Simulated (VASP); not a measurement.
A run of VASP 6.6.1 is set up as follows.

File INCAR:

```
  PREC = Accurate
  ENCUT = 520
  EDIFF = 1E-6
  ISMEAR = 0
  SIGMA = 0.05
  LREAL = False
  LASPH = True
  NELM = 80
  ALGO = Normal
  ISIF = 2
  LWAVE = False
  LCHARG = False
  GGA = PS
  NBANDS = 15
```

KPOINTS

```
Automatic mesh
0
Gamma
  6 6 6
```

The input POSCAR:

```
KCl
1.0
    0.0000000000      3.0850877500      3.1561000000
    3.2271122500      0.0000000000      3.1561000000
    3.2271122500      3.0850877500      0.0000000000
K Cl
1 1
Direct
    0.0000000000      0.0000000000      0.0000000000
    0.5000000000      0.5000000000      0.5000000000
```

Potentials or basis: VASP PAW PBE potentials, release 64 (K_sv, Cl).

Command:

```console
$ cat potpaw_PBE.64/K_sv/POTCAR potpaw_PBE.64/Cl/POTCAR > POTCAR
$ mpirun -np 1 vasp_std > vasp.out
```

Estimate the pressure.

-0.4 GPa.

Estimate the band gap on the k mesh.

4.98 eV, direct.

Stress tensor (GPa, compression positive):
```
-1.11  0.00  0.00
 0.00  0.32  0.00
 0.00  0.00 -0.51
```

Caveat: the cell differs from its parent crystal (strain +0.0225 x Voigt [1, -1, 0, 0, 0, 0]); the PAW data sets were made with another functional, which shifts forces and pressure a little.
